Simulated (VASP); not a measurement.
The system is Te2Mo.

```
CELL_PARAMETERS angstrom
6.24445 0.00000 0.00000
0.00000 3.42212 0.00000
-0.93400 0.00000 13.64074
ATOMIC_POSITIONS crystal
Te 0.94370 0.75000 0.60450
Te 0.05630 0.25000 0.39550
Te 0.90300 0.25000 0.85140
Te 0.09700 0.75000 0.14860
Te 0.41120 0.75000 0.89550
Te 0.58880 0.25000 0.10450
Te 0.44320 0.25000 0.64840
Te 0.55680 0.75000 0.35160
Mo 0.81670 0.75000 0.99260
Mo 0.18330 0.25000 0.00740
Mo 0.68190 0.25000 0.49340
Mo 0.31810 0.75000 0.50660
```

Program: VASP 6.6.1. Alike in all runs: task single point; potentials or basis VASP PAW PBE potentials, release 64 (Te, Mo_sv); no spin polarisation; cell as given; k mesh 4 × 8 × 2; cutoff (eV) 520; smearing fermi-dirac 0.05 eV.

Task: Order these runs on this cell by their pressure, lowest first.
A. level PBE
B. level RPBE+D3(BJ)
C. level PBE exchange alone

Result: B (-14.6 GPa), A (7.2 GPa), C (22.1 GPa).

Caveats: the PAW data sets were made with another functional, which shifts forces and pressure a little (some runs); pairwise dispersion overbinds metals, which lowers pressure and volume (some runs).
